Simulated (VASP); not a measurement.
CuO, 4 atoms in the cell. It takes space group P6_3mc (No. 186, hexagonal). The conventional cell has a = 3.244 Å, b = 3.244 Å, c = 5.312 Å, α = 90.00°, β = 90.00°, γ = 120.00°. Cu (site symmetry 3m) has 4 O at 1.99 Å within 2.6 Å. Within 2.6 Å of O (site symmetry 3m) lie 4 Cu at 1.99 Å. 

| Property | Result |
| --- | --- |
| Program | VASP 6.6.1 |
| Task | single point |
| Functional | PBE |
| Potentials or basis | VASP PAW PBE potentials, release 64 (Cu, O) |
| Cutoff | 520 eV |
| k mesh | 9 × 9 × 5 |
| Occupations | fermi-dirac, width 0.05 eV |
| Spin | no spin polarisation |
| Dipole correction | no |
| Further INCAR settings | ALGO = Normal; EDIFF = 1e-06; NBANDS = 25 |

Potentials or basis: VASP PAW PBE potentials, release 64 (Cu, O).

Run with:

```bash
$ cat potpaw_PBE.64/Cu/POTCAR potpaw_PBE.64/O/POTCAR > POTCAR
$ mpirun -np 1 vasp_std > vasp.out
```

Hardware: 1 thread of Intel(R) Xeon(R) 6975P-C (Granite Rapids), on a shared host.

Problem. Estimate the wall time of this run.

Solution. Wall time 18 s on 1 thread of Intel(R) Xeon(R) 6975P-C (Granite Rapids) (shared host), peak memory 0.17 GiB. Counts: scf iterations 16, k points 36.
